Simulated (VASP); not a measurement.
Runs of VASP 6.6.1 on Ge. The structure is that of space group Fd-3m (No. 227), or close to it. The cells are those of the table. 

```tsv
level	cell	gap on the mesh (eV)	pressure (GPa)	largest force (eV/Å)
PBE	a = 4.004 Å, angles 58.8°, 2 atoms	0.08	5.6	0.03
PBE	a = 4.022 Å, angles 61.2°, 2 atoms	(b)	0.8	0.03
r2SCAN	a = 4.008 Å, angles 59.4°, 2 atoms	0.38	(a)	-
r2SCAN	a = 4.001 Å, angles 58.2°, 2 atoms	0.28	4.2	0.01
r2SCAN	a = 4.004 Å, angles 58.8°, 2 atoms	0.33	2.7	-
```

Alike in all rows: task single point; potentials or basis VASP PAW PBE potentials, release 64 (Ge_d); no spin polarisation; k mesh 8 × 8 × 8; cutoff (eV) 520; smearing fermi-dirac 0.02 eV.

Problem. Estimate the missing entries.

Solution. (a) 1.3; (b) none.

Caveats: the PAW data sets were made with another functional, which shifts forces and pressure a little (some runs).

A k mesh can miss the band edges, and the runs leave out spin-orbit coupling on Ge.
